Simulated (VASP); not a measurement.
# Ga3Se: single point with PBEsol

The system is Ga3Se.

```
CELL_PARAMETERS angstrom
4.43246 0.00000 0.00000
0.00000 4.43246 0.00000
0.00000 0.00000 4.43246
ATOMIC_POSITIONS crystal
Ga 0.00000 0.50000 0.50000
Ga 0.50000 0.00000 0.50000
Ga 0.50000 0.50000 0.00000
Se 0.00000 0.00000 0.00000
```

```
Program                : VASP 6.6.1
Task                   : single point
Functional             : PBEsol
Potentials or basis    : VASP PAW PBE potentials, release 64 (Ga_d, Se)
Cutoff                 : 520 eV
k mesh                 : 12 × 12 × 12
Occupations            : gaussian, width 0.1 eV
Spin                   : no spin polarisation
Dipole correction      : no
Further INCAR settings : ALGO = Normal; EDIFF = 1e-06; NBANDS = 30
```

* Pressure: -3.6 GPa

Levels at points of the mesh, in eV from the Fermi level:
| k point | band 21 | band 22 | band 23 | band 24 | band 25 | band 26 |
| --- | --- | --- | --- | --- | --- | --- |
| (0.00, 0.00, 0.00) | -2.81 | -2.81 | 1.64 | 1.64 | 1.64 | 4.42 |
| (0.50, 0.00, 0.00) | -2.13 | -1.01 | -0.24 | -0.24 | 1.17 | 4.02 |
| (0.50, 0.50, 0.00) | -0.78 | -0.67 | -0.67 | 1.40 | 1.68 | 1.68 |
| (0.50, 0.50, 0.50) | -4.85 | -4.85 | -3.45 | 3.99 | 3.99 | 3.99 |

It took 69 s on 1 thread of Intel(R) Xeon(R) 6975P-C (Granite Rapids) (shared host), peak memory 0.33 GiB.

Caveat: the PAW data sets were made with another functional, which shifts forces and pressure a little.
